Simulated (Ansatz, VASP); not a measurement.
**BaTiO3 in VASP and in Ansatz**

File INCAR:

```
PREC = Accurate ; ENCUT = 520
EDIFF = 1E-6 ; ISMEAR = -1
SIGMA = 0.05 ; LREAL = False
LASPH = True ; NELM = 100
ALGO = Normal ; ISIF = 2
LWAVE = False ; LCHARG = True
GGA = PS ; LELF = True
LVHAR = True ; NBANDS = 28
```

KPOINTS

```
Automatic mesh
0
Gamma
  6 6 6
```

The input POSCAR:

```
BaTiO3
1.0
    2.8085208667      1.6214974667      2.3496137561
   -2.8085208667      1.6214974667      2.3496137561
    0.0000000000     -3.2429949333      2.3496137561
Ba Ti O
1 1 3
Direct
    0.0000000000      0.0000000000      0.0000000000
    0.4845000000      0.4845000000      0.4845000000
    0.5086000000      0.5086000000      0.0175000000
    0.0175000000      0.5086000000      0.5086000000
    0.5086000000      0.0175000000      0.5086000000
```

Input for Ansatz:

```yaml
crystal:
  lattice:
    - [2.8085208666666666, 1.6214974666666666, 2.3496137561371113]
    - [-2.8085208666666666, 1.6214974666666666, 2.3496137561371113]
    - [0.0, -3.242994933333333, 2.3496137561371113]
  atoms:
    - { symbol: Ba, position: [0.0, 0.0, 0.0] }
    - { symbol: Ti, position: [0.4845, 0.4845, 0.4845] }
    - { symbol: O, position: [0.5086, 0.5086, 0.0175] }
    - { symbol: O, position: [0.0175, 0.5086, 0.5086] }
    - { symbol: O, position: [0.5086, 0.0175, 0.5086] }
basis:
  ecutwfc: 520.0
kpoints:
  mp_grid:
    grid: [6, 6, 6]
hamiltonian:
  xc: pbesol
  pseudopotentials:
    kind: paw
scf:
  convergence:
    dr2_threshold: 1.0e-09
  occupations:
    method: fermi_dirac
    width: 0.05
output:
  stress: true
```

Alike in both runs: task single point; functional PBEsol; k mesh 6 × 6 × 6; occupations fermi-dirac, width 0.05 eV; no spin polarisation.

```csv
,VASP,Ansatz
version,VASP 6.6.1,Ansatz 0.2.0
potentials or method,"VASP PAW PBE potentials, release 64 (Ba_sv, Ti_sv, O), cutoff 520 eV","plane waves, PAW"
valence electrons in the cell,40,40
```

Ansatz gave:

* pressure (GPa): -1.1
* traceless stress, the component that is largest in VASP (GPa): -3.08

**Question.** Which values does VASP return?

**Answer.** Pressure (GPa): 0.8; traceless stress, the component that is largest in VASP (GPa): -3.22.

VASP's potentials were made for PBE, not for PBEsol. Ansatz's warnings: stress scf threshold loose, structure snapped to symmetry.

Spin-orbit coupling is off throughout.
